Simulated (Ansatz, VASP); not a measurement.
**One calculation of Mo, two programs**

```xyz
2
Lattice="-2.0039 2.0039 1.0513 2.0039 -2.0039 1.0513 2.0039 2.0039 -1.0513" Properties=species:S:1:pos:R:3 pbc="T T T"
Mo    0.0000   -1.0019   -0.2628
Mo    0.0000    1.0019    0.2628
```

Change from the starting cell: volume scaled by 0.5, LAPW.

Alike in both runs: task single point; functional PBE; k mesh 18 × 18 × 18; occupations fermi-dirac, width 0.05 eV; no spin polarisation.

|  | VASP | Ansatz |
| --- | --- | --- |
| version | VASP 6.6.1 | Ansatz 0.2.0 |
| potentials or method | VASP PAW PBE potentials, release 64 (Mo_sv), cutoff 520 eV | all-electron LAPW, scalar-relativistic |

VASP gave:

```
pressure (GPa)                                                : 595.4
traceless stress, the component that is largest in VASP (GPa) : 1.51
```

Task: Which values does Ansatz return?

Result: Pressure (GPa): 580.1; traceless stress, the component that is largest in VASP (GPa): 0.08.

Both programs put the cell under a high pressure, so it lies far from rest at this level. Ansatz ran all-electron here, and VASP with PAW potentials.

Noted on VASP's run: the cell as given lies far from equilibrium.
